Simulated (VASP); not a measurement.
# Si24O49 (a cell with a defect) in VASP: a series of runs, part 2 of 2

VASP 6.6.1. The steps go on from the part before.

## 3. Single point, PBEsol

File INCAR:

```
SYSTEM = Si24O49
ALGO = Normal
EDIFF = 1E-6
ENCUT = 520
GGA = PS
GGA_COMPAT = .FALSE.
ISIF = 2
ISMEAR = -1
ISYM = 0
LASPH = .TRUE.
LCHARG = .FALSE.
LREAL = Auto
LWAVE = .FALSE.
NBANDS = 237
NELECT = 392.0
NELM = 120
PREC = Accurate
SIGMA = 0.05
```

File KPOINTS:

```
Automatic mesh
0
Gamma
  1 1 1
  0.25 0.25 0.25
```

File POSCAR:

```
Si24O49
1.0
    9.9016390000      0.0000000000      0.0000000000
   -4.9508190000      8.5750710000      0.0000000000
    0.0000000000      0.0000000000     10.8858800000
Si O
24 49
Direct
    0.2834870000      0.0313040000      0.1763700000
    0.2136020000      0.9776160000      0.6716060000
    0.2376020000      0.5034570000      0.1685340000
    0.2294300000      0.4768500000      0.6600560000
    0.7267130000      0.0064670000      0.1624560000
    0.7339110000      0.9926660000      0.6668050000
    0.7391840000      0.5175010000      0.1691170000
    0.7103010000      0.4796360000      0.6245150000
    0.0013980000      0.2300760000      0.3324500000
    0.9866410000      0.2279530000      0.8381260000
    0.0195220000      0.7544160000      0.3305470000
    0.9595400000      0.7042690000      0.8308770000
    0.5462760000      0.2870080000      0.3721290000
    0.4868580000      0.2364600000      0.8193800000
    0.5021780000      0.7415080000      0.3324840000
    0.4806630000      0.7251090000      0.8253720000
    0.2658330000      0.2703390000      0.9997150000
    0.2404040000      0.2238960000      0.5009280000
    0.2434560000      0.7606300000      0.9993520000
    0.2624580000      0.7555070000      0.5025680000
    0.7477540000      0.2687010000      0.9943230000
    0.7880220000      0.2693140000      0.5096430000
    0.7503800000      0.7688410000      0.9979150000
    0.7692460000      0.7672990000      0.4991950000
    0.2326540000      0.1472530000      0.1076430000
    0.1623150000      0.0954420000      0.6107460000
    0.2080400000      0.6361210000      0.1101090000
    0.2082820000      0.6138030000      0.5994630000
    0.6966820000      0.1362490000      0.0998730000
    0.7084540000      0.1280780000      0.6105470000
    0.7010310000      0.6446370000      0.1088160000
    0.7243510000      0.6558920000      0.6174260000
    0.4342270000      0.1214950000      0.2587930000
    0.3432050000      0.0661430000      0.7781710000
    0.3689360000      0.5767720000      0.2755320000
    0.3641940000      0.5570640000      0.7641550000
    0.8583940000      0.0788530000      0.2685990000
    0.8554900000      0.0614130000      0.7820200000
    0.9009150000      0.6093180000      0.2458500000
    0.8216390000      0.5487100000      0.7738020000
    0.3816440000      0.2086170000      0.4512180000
    0.4187530000      0.3096330000      0.9197240000
    0.4272340000      0.7968700000      0.4399840000
    0.3883250000      0.7816780000      0.9149150000
    0.9481790000      0.2874750000      0.4520680000
    0.9098480000      0.2975100000      0.9327220000
    0.9290300000      0.7970790000      0.4336320000
    0.9031340000      0.7936280000      0.9276410000
    0.1254140000      0.1836920000      0.3830420000
    0.1139920000      0.2010990000      0.9103000000
    0.1300120000      0.6984280000      0.3972950000
    0.0900060000      0.6865340000      0.9127180000
    0.6666520000      0.2176790000      0.3957440000
    0.6139030000      0.2056050000      0.8896810000
    0.6396570000      0.7207620000      0.3909510000
    0.6047820000      0.7032520000      0.9046970000
    0.0775800000      0.3670030000      0.2290850000
    0.0695400000      0.3508690000      0.7267700000
    0.1241850000      0.9074890000      0.2495880000
    0.0575430000      0.8337190000      0.7255600000
    0.5922160000      0.4062840000      0.2513720000
    0.5534130000      0.3454480000      0.7007580000
    0.5668770000      0.8688450000      0.2219860000
    0.5676410000      0.8547090000      0.7185130000
    0.2956830000      0.4337230000      0.0590930000
    0.2797980000      0.3930110000      0.5566540000
    0.2973730000      0.9278760000      0.0622830000
    0.2865900000      0.9101530000      0.5713480000
    0.7728850000      0.4266010000      0.0585640000
    0.8420010000      0.4268110000      0.5868350000
    0.7872060000      0.9350810000      0.0554880000
    0.8018370000      0.9334840000      0.5570480000
    0.6337860000      0.4371670000      0.4777950000
```

Potentials or basis: VASP PAW PBE potentials, release 64 (Si, O).

The run is started by

```bash
> cat potpaw_PBE.64/Si/POTCAR potpaw_PBE.64/O/POTCAR > POTCAR
> mpirun -np 1 vasp_std > vasp.out
```

OUTCAR:

```text
SYSTEM = Si24O49
   EDIFF = 1E-6
   ENCUT = 520
   GGA = PS
   ISIF = 2
   ISMEAR = -1
   ISYM = 0
   LASPH = .TRUE.
   LREAL = Auto
   NELECT = 392.0
   NELM = 120
   PREC = Accurate

 ion  position               nearest neighbor table
   1  0.283  0.031  0.176-  33 1.58  59 1.64  25 1.65  67 1.66  17 3.12
   2  0.214  0.978  0.672-  60 1.60  34 1.62  68 1.63  26 1.63  18 2.97  20 3.09  14 3.09  12 3.14

   3  0.238  0.503  0.169-  27 1.61  65 1.62  57 1.62  35 1.62  17 3.07  15 3.07   9 3.11  19 3.12

   4  0.229  0.477  0.660-  28 1.61  58 1.62  66 1.62  36 1.62  16 3.06  18 3.09  10 3.11  20 3.12
[... 9 lines left out ...]
   9  0.001  0.230  0.332-  49 1.61  45 1.61  37 1.62  57 1.63  18 3.02  22 3.03   3 3.11   5 3.11

  10  0.987  0.228  0.838-  50 1.62  58 1.62  46 1.62  38 1.62   6 3.06  21 3.10   4 3.11  17 3.12

  11  0.020  0.754  0.331-  59 1.61  39 1.61  47 1.62  51 1.62  20 3.04   7 3.13  24 3.14
  12  0.960  0.704  0.831-  40 1.59  60 1.63  48 1.64  52 1.65  23 3.05   2 3.14
  13  0.546  0.287  0.372-  41 1.65  53 1.67  61 1.67  73 1.73  33 1.90  22 2.90   7 3.06  18 3.10

  14  0.487  0.236  0.819-  62 1.60  54 1.63  42 1.63  34 1.63  17 3.08   2 3.09  21 3.09   8 3.14

  15  0.502  0.742  0.332-  55 1.61  43 1.62  35 1.62  63 1.62  20 3.07   5 3.07   3 3.07  24 3.11

  16  0.481  0.725  0.825-  56 1.60  44 1.62  36 1.62  64 1.62   4 3.06   6 3.11  23 3.11
  17  0.266  0.270  1.000-  25 1.60  42 1.62  65 1.63  50 1.63   3 3.07  14 3.08   1 3.12  10 3.12

  18  0.240  0.224  0.501-  41 1.58  49 1.63  26 1.63  66 1.63   2 2.97   9 3.02   4 3.09  13 3.10

  19  0.243  0.761  0.999-  67 1.62  52 1.62  44 1.63  27 1.63   3 3.12
  20  0.262  0.756  0.503-  68 1.61  51 1.62  28 1.62  43 1.62  11 3.04  15 3.07   2 3.09   4 3.12

  21  0.748  0.269  0.994-  69 1.61  54 1.62  29 1.62  46 1.63  14 3.09   5 3.10  10 3.10   7 3.15

  22  0.788  0.269  0.510-  70 1.61  53 1.62  45 1.63  30 1.64   8 2.85  13 2.90   9 3.03   6 3.04
[... 52 lines left out ...]
  72  0.802  0.933  0.557-   6 1.62  24 1.64
  73  0.634  0.437  0.478-   8 1.73  13 1.73

IMPORTANT INFORMATION: All symmetrisations will be switched off!
NOSYMM: (Re-)initialisation of all symmetry stuff for point group C_1.

----------------------------------------------------------------------------------------

                                     Primitive cell

  volume of cell :     924.2902

  direct lattice vectors                    reciprocal lattice vectors
     9.901639000  0.000000000  0.000000000     0.100993381  0.058308549  0.000000000
    -4.950819000  8.575071000  0.000000000     0.000000000  0.116617110  0.000000000
     0.000000000  0.000000000 10.885880000     0.000000000  0.000000000  0.091862119

  length of vectors
     9.901639000  9.901638825 10.885880000     0.116617108  0.116617110  0.091862119

  position of ions in fractional coordinates (direct lattice)
     0.283487000  0.031304000  0.176370000
     0.213602000  0.977616000  0.671606000
     0.237602000  0.503457000  0.168534000
     0.229430000  0.476850000  0.660056000
     0.726713000  0.006467000  0.162456000
     0.733911000  0.992666000  0.666805000
[... 65 lines left out ...]
     0.801837000  0.933484000  0.557048000
     0.633786000  0.437167000  0.477795000

  ion indices of the primitive-cell ions
   primitive index   ion index
                 1           1
                 2           2
                 3           3
                 4           4
[... 99 lines left out ...]
 -0.250000  0.500000  0.250000      2.000000
  0.500000  0.250000  0.250000      2.000000
 -0.250000 -0.250000  0.250000      2.000000
  0.250000  0.500000  0.250000      2.000000
  0.500000 -0.250000  0.250000      2.000000
   k-points           NKPTS =      6   k-points in BZ     NKDIM =      6   number of bands    NBANDS=    237
   number of dos      NEDOS =    301   number of ions     NIONS =     73
   total plane-waves  NPLWV = 537600
   dimension x,y,z NGX =    80 NGY =   80 NGZ =   84
   dimension x,y,z NGXF=   160 NGYF=  160 NGZF=  168
   ions per type =              24  49
   NGX,Y,Z   is equivalent  to a cutoff of  13.43, 13.43, 12.83 a.u.
   NGXF,Y,Z  is equivalent  to a cutoff of  26.86, 26.86, 25.66 a.u.
 SYSTEM =  Si24O49
   PREC   = accura    normal or accurate (medium, high low for compatibility)
   ISTART =      0    job   : 0-new  1-cont  2-samecut
   ICHARG =      2    charge: 1-file 2-atom 10-const
   ISPIN  =      1    spin polarized calculation?
   LNONCOLLINEAR =      F non collinear calculations
   LSORBIT =      F    spin-orbit coupling
   LASPH  =      T    aspherical Exc in radial PAW
   ENCUT  =  520.0 eV  38.22 Ry    6.18 a.u.  18.41 18.41 20.24*2*pi/ulx,y,z
   NELM   =    120;   NELMIN=  2; NELMDL= -5     # of ELM steps
   EDIFF  = 0.1E-05   stopping-criterion for ELM
   LREAL  =      T    real-space projection
   EDIFFG = 0.1E-04   stopping-criterion for IOM
   NSW    =      0    number of steps for IOM
   IBRION =     -1    ionic relax: 0-MD 1-quasi-New 2-CG
   NFREE  =      0    steps in history (QN), initial steepest desc. (CG)
   ISIF   =      2    stress and relaxation
   ISYM   =      0    0-nonsym 1-usesym 2-fastsym
   POTIM  = 0.5000    time-step for ionic-motion
   TEBEG  =    0.0;   TEEND  =   0.0 temperature during run
   PSTRESS=    0.0 pullay stress
   NELECT =     392.0000    total number of electrons
   NUPDOWN=      -1.0000    fix difference up-down
   EMIN   =  10.00;   EMAX   =-10.00  energy-range for DOS
   EFERMI =   0.00;   METHOD = LEGACY
   ISMEAR =    -1;   SIGMA  =   0.05  broadening in eV -4-tet -1-fermi 0-gaus
   EFERMI_NEDOS =   21; number of points for ismear=-14 and -15
   IALGO  =     38    algorithm
   IMIX   =      4    mixing-type and parameters
     AMIX     =   0.40;   BMIX     =  1.00
     AMIX_MAG =   1.60;   BMIX_MAG =  1.00
  volume/ion in A,a.u.               =      12.66        85.44
  Fermi-wavevector in a.u.,A,eV,Ry     =   1.229988  2.324340 20.583839  1.512870
  Thomas-Fermi vector in A             =   2.364854
   LORBIT       =      0    0 simple, 1 ext, 2 COOP (PROOUT), +10 PAW based schemes
   GGA     = PS    functional components
   LHFCALC =     F    Hartree Fock is set to
   AEXX    =    0.0000 exact exchange contribution
   IVDW    =     0    specifies the selected vdW correction
   LEPSILON=     F    determine dielectric tensor
   LRPA    =     F    only Hartree local field effects (RPA)
 non-spin polarized calculation
  energy-cutoff  :      520.00
  volume of cell :      924.29
 maximum number of plane-waves:     24895
 NGX is ok and might be reduce to    80
   NGX = 37   NGY = 37   NGZ = 41

 number of electron     391.9999990 magnetization

 Free energy of the ion-electron system (eV)
  ---------------------------------------------------
  ext. energy  EPLUGINS =         0.00000000
  ---------------------------------------------------
  free energy    TOTEN  =      -588.51727894 eV

  energy without entropy =     -588.51727894  energy(sigma->0) =     -588.51727894

 E-fermi :   3.9362     XC(G=0):  -9.4397

 val. band max:        2.7392732319   @ k =   0.5000  -0.2500   0.2500
 cond. band min:       7.3920767504   @ k =   0.5000  -0.2500   0.2500
 fundamental gap:      4.6528035184
 Fermi energy:         3.9362149365

 k-point     1 :       0.2500    0.2500    0.2500
  band No.  band energies     occupation
      1     -18.3284      2.00000
      2     -18.2580      2.00000
      3     -18.1605      2.00000
      4     -18.0836      2.00000
      5     -18.0085      2.00000
      6     -17.8651      2.00000
[... 1255 lines left out ...]
    207       9.6488      0.00000
    208       9.7083      0.00000
 [bands above 208 left out]

------------------------ aborting loop because EDIFF is reached ----------------------------------------

  FORCE on cell =-STRESS in cart. coord.  units (eV):
  Direction    XX          YY          ZZ          XY          YZ          ZX
  --------------------------------------------------------------------------------------
  -------------------------------------------------------------------------------------
  Total       28.8056153     20.0863534     15.9843379     -4.4802821     -6.9373782     -0.9474907
  in kB       49.9320485     34.8179603     27.7074705     -7.7661824    -12.0253466     -1.6423933
  external PRESSURE =      37.4858264 kB  Pullay stress =       0.0000000 kB

 VOLUME and BASIS-vectors are now :
 -----------------------------------------------------------------------------
  energy-cutoff  :      520.00
  volume of cell :      924.29
      direct lattice vectors                 reciprocal lattice vectors
     9.901639000  0.000000000  0.000000000     0.100993381  0.058308549  0.000000000
    -4.950819000  8.575071000  0.000000000     0.000000000  0.116617110  0.000000000
     0.000000000  0.000000000 10.885880000     0.000000000  0.000000000  0.091862119

 POSITION                                       TOTAL-FORCE (eV/Angst)
 -----------------------------------------------------------------------------------
      2.65201      0.26843      1.91994        -0.060548     -0.031167     -0.047819
     -2.72499      8.38313      7.31102        -0.003123     -0.006660      0.004125
     -0.13988      4.31718      1.83464        -0.016015      0.000961      0.005179
     -0.08907      4.08902      7.18529        -0.019414     -0.008871      0.000464
      7.16363      0.05545      1.76848        -0.020202      0.005041      0.011694
      2.35241      8.51218      7.25876        -0.013872     -0.023722      0.021922
[... 65 lines left out ...]
      3.31799      8.00469      6.06396         0.010695      0.018289     -0.026739
      4.11119      3.74874      5.20122         0.002018      0.025763     -0.013641
 -----------------------------------------------------------------------------------
    total drift:                               -0.004367     -0.017041      0.005654

  FREE ENERGIE OF THE ION-ELECTRON SYSTEM (eV)
  ---------------------------------------------------
  free  energy   TOTEN  =      -588.5172789410 eV

  energy  without entropy=     -588.5172789409  energy(sigma->0) =     -588.51727894
```

It took 1.6 h on 1 thread of AMD EPYC 7R43 (Zen 3), shared host; peak memory 1.5 GiB.

Results:

```yaml
Free_energy: -588.5173 eV
Largest_force: 0.150 eV/Å
```

Forces on the atoms (eV/Å):
```
Si  -0.061 -0.031 -0.048
Si  -0.003 -0.007  0.004
Si  -0.016  0.001  0.005
Si  -0.019 -0.009  0.000
Si  -0.020  0.005  0.012
Si  -0.014 -0.024  0.022
Si   0.011  0.008 -0.028
Si  -0.013  0.012  0.087
Si  -0.006 -0.014 -0.033
Si  -0.001 -0.008  0.007
Si   0.002 -0.015 -0.004
Si   0.033  0.037  0.021
Si  -0.043 -0.058 -0.068
Si   0.009 -0.024  0.022
Si   0.003 -0.014 -0.008
Si  -0.002 -0.012 -0.001
Si  -0.005  0.017 -0.011
Si  -0.025  0.008 -0.002
Si   0.008  0.001  0.002
Si   0.014  0.002  0.017
Si   0.003  0.011  0.000
Si   0.036 -0.028  0.021
Si  -0.016  0.013 -0.005
Si   0.013  0.031 -0.044
O    0.007 -0.018  0.027
O   -0.041  0.009  0.011
O   -0.016  0.021 -0.006
O   -0.011  0.014  0.002
O   -0.018  0.013 -0.004
O   -0.038  0.032 -0.006
O   -0.013  0.009  0.012
O   -0.014 -0.018  0.068
O    0.089  0.077  0.093
O    0.008 -0.009  0.023
O    0.011 -0.017  0.018
O    0.009 -0.021  0.009
O    0.008 -0.012  0.011
O    0.003 -0.028  0.011
O    0.010 -0.012 -0.005
O   -0.052 -0.108 -0.053
O    0.068 -0.009 -0.013
O    0.020  0.013 -0.002
O    0.009  0.011  0.012
O   -0.003  0.002  0.006
O    0.007  0.013  0.022
O    0.009  0.011  0.005
O   -0.001  0.002  0.014
O    0.041  0.005 -0.010
O    0.032 -0.017 -0.003
O    0.017 -0.005  0.001
O    0.010 -0.018 -0.016
O   -0.017 -0.014 -0.014
O    0.008 -0.030 -0.051
O    0.007 -0.015 -0.008
O    0.032 -0.003  0.009
O    0.011 -0.002  0.009
O   -0.017 -0.007 -0.011
O   -0.011 -0.002 -0.013
O    0.004  0.030 -0.019
O   -0.008 -0.020  0.000
O   -0.043 -0.040  0.032
O    0.002  0.039 -0.060
O   -0.020 -0.003 -0.016
O   -0.008  0.002 -0.019
O    0.004  0.013 -0.013
O    0.014 -0.001 -0.021
O   -0.015  0.037  0.015
O   -0.004  0.018 -0.002
O   -0.012  0.022  0.003
O    0.021  0.075  0.031
O    0.004  0.016 -0.008
O    0.011  0.018 -0.027
O    0.002  0.026 -0.014
```

Levels at points of the mesh, in eV from the Fermi level:
```
           k point  band 192  band 193  band 194  band 195  band 196  band 197  band 198  band 199  band 200  band 201
(0.25, 0.25, 0.25)     -2.28     -2.10     -2.06     -1.57     -1.20      3.48      4.05      4.23      4.40      4.73
```

Caveat: the cell carries a net charge on a neutralising background, which shifts energy and pressure; the cell is charged against a uniform background, so pressure and absolute levels hang on convention; the PAW data sets were made with another functional, which shifts forces and pressure a little.
